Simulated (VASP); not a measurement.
Here is a VASP 6.6.1 calculation.

File INCAR:

```
  PREC = Accurate
  ENCUT = 520
  EDIFF = 1E-6
  ISMEAR = 0
  SIGMA = 0.1
  LREAL = False
  LASPH = True
  NELM = 100
  ALGO = Normal
  ISIF = 2
  LWAVE = False
  LCHARG = False
  GGA = PE
  NBANDS = 34
```

KPOINTS

```
regular mesh
0
Gamma
  4 4 4
```

POSCAR

```
Sn3SbSe
1.0
    5.7015776126      0.0000000000      0.0000000000
    0.0000000000      5.7015776126      0.0000000000
    0.0000000000      0.0000000000      5.7015776126
Sn Sb Se
3 1 1
Direct
    0.0000000000      0.5000000000      0.5000000000
    0.5000000000      0.0000000000      0.5000000000
    0.5000000000      0.5000000000      0.0000000000
    0.5000000000      0.5000000000      0.5000000000
    0.0000000000      0.0000000000      0.0000000000
```

Potentials or basis: VASP PAW PBE potentials, release 64 (Sn_d, Sb, Se).

The run is started by

```sh
$ cat potpaw_PBE.64/Sn_d/POTCAR potpaw_PBE.64/Sb/POTCAR potpaw_PBE.64/Se/POTCAR > POTCAR
$ mpirun -np 1 vasp_std > vasp.out
```

Problem. Estimate the pressure.

Solution. 0.1 GPa.
